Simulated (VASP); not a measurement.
Nb:

```
Nb
1.0
     0.00000    2.11500    2.11500
     2.11500    0.00000    2.11500
     2.11500    2.11500    0.00000
Nb
1
Direct
  0.00000 0.00000 0.00000
```

This isn't the form of Nb at room conditions, which is bcc.

* Program: VASP 6.6.1
* Task: relaxation of cell and atoms
* Functional: LDA
* Potentials or basis: VASP PAW LDA potentials, release 64 (Nb_sv)
* Cutoff: 500 eV
* k mesh: 11 × 11 × 11
* Occupations: methfessel-paxton, width 0.05 eV
* Spin: no spin polarisation

At the start: pressure -11.2 GPa; volume 18.92 Å³/atom.

Q: Where does the relaxation end?

A: Over 4 steps the energy falls by 45.3 meV/atom and the volume is 17.69 Å³/atom (-6.5 %); space group Fm-3m (No. 225, to 0.1 Å) before and after.

Step by step:
```csv
step,energy change (eV),largest force (eV/Å),pressure (GPa),volume (Å³)
1,0.0000,0.0000,-11.17,18.92
2,0.1342,0.0000,30.20,15.53
3,-0.0453,0.0000,-0.20,17.71
4,-0.0453,0.0000,0.06,17.69
```

Final structure:
```xyz
1
Lattice="0.0000 2.0679 2.0679 2.0679 0.0000 2.0679 2.0679 2.0679 0.0000" Properties=species:S:1:pos:R:3 pbc="T T T"
Nb    2.0679    0.0000    2.0679
```
